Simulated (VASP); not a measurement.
## NaH: single point with HSE06

Crystal: NaH.

```xyz
2
Lattice="0.0000 2.3975 2.3975 2.3975 0.0000 2.3975 2.3975 2.3975 0.0000" Properties=species:S:1:pos:R:3 pbc="T T T"
Na    0.0000    0.0000    0.0000
H     2.3975    2.3975    2.3975
```

* Program: VASP 6.6.1
* Task: single point
* Functional: HSE06
* Potentials or basis: VASP PAW PBE potentials, release 64 (Na_pv, H)
* Cutoff: 520 eV
* k mesh: 6 × 6 × 6
* Occupations: gaussian, width 0.01 eV
* Spin: no spin polarisation

The pressure is 0.2 GPa and the band gap on the k mesh is 4.89 eV (least direct gap 5.81 eV).

Levels at points of the mesh, in eV from the valence-band top:
```tsv
k point	band 1	band 2	band 3	band 4	band 5	band 6	band 7	band 8
(0.00, 0.00, 0.00)	-24.30	-24.30	-24.30	-3.98	12.24	17.22	17.22	17.22
(0.50, 0.00, 0.00)	-24.40	-24.31	-24.31	-0.92	4.89	12.37	14.99	14.99
(0.50, 0.50, 0.00)	-24.39	-24.34	-24.34	-0.14	5.76	11.40	12.18	12.18
```

Wall time 6.2 min on 1 thread of Intel(R) Xeon(R) Platinum 8259CL CPU @ 2.50GHz (Skylake/Cascade Lake) (shared host), peak memory 0.26 GiB.

Caveat: the PAW data sets were made with another functional, which shifts forces and pressure a little. A k mesh can miss the band edges.
